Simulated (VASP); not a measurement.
Set up this calculation in VASP 6.6.1, as the native input.

```yaml
Task: single point
Functional: PBE
Potentials_or_basis: VASP PAW PBE potentials, release 64 (Al)
Cutoff: 520 eV
k_mesh: 6 × 6 × 1
Occupations: gaussian, width 0.1 eV
Spin: no spin polarisation
Dipole_correction: yes
Further_INCAR_settings: ALGO = Fast; EDIFF = 1e-07; NBANDS = 30
```

The structure of Al lies in POSCAR:

```
Al
1.0
    5.7143027680      0.0000000000      0.0000000000
   -2.8571513840      4.9487313620      0.0000000000
    0.0000000000      0.0000000000     21.6657086725
Al
12
Direct
    0.3333333333      0.1666666667      0.3923250390
    0.3333333333      0.6666666667      0.3923250390
    0.8333333333      0.1666666667      0.3923250390
    0.8333333333      0.6666666667      0.3923250390
    0.6666666667      0.3333333333      0.4985264177
    0.6666666667      0.8333333333      0.4985264177
    0.1666666667      0.3333333333      0.4985264177
    0.1666666667      0.8333333333      0.4985264177
    0.0000000000      0.5000000000      0.6047167590
    0.0000000000      0.0000000000      0.6047167590
    0.5000000000      0.5000000000      0.6047167590
    0.5000000000      0.0000000000      0.6047167590
```

The input as run:

INCAR

```
PREC = Accurate ; ENCUT = 520
EDIFF = 1E-7 ; ISMEAR = 0
SIGMA = 0.1 ; LREAL = False
LASPH = True ; NELM = 60
ALGO = Fast ; ISIF = 2
LWAVE = False ; LCHARG = False
LDIPOL = True ; IDIPOL = 3
DIPOL = 0.5 0.5 0.499 ; GGA = PE
NBANDS = 30
```

KPOINTS

```
regular mesh
0
Gamma
  6 6 1
```

Potentials or basis: VASP PAW PBE potentials, release 64 (Al).

Command:

```bash
$ cat potpaw_PBE.64/Al/POTCAR > POTCAR
$ mpirun -np 1 vasp_std > vasp.out
```

It gave:

```yaml
Largest_force: 0.005 eV/Å
Band_gap_on_the_k_mesh: zero (band 18 reaches 0.15 eV, above the bottom of band 19 at -0.87 eV)
```

Run time: 2.5 min on 1 thread of Intel(R) Xeon(R) 6975P-C (Granite Rapids) (shared host), peak memory 0.58 GiB.
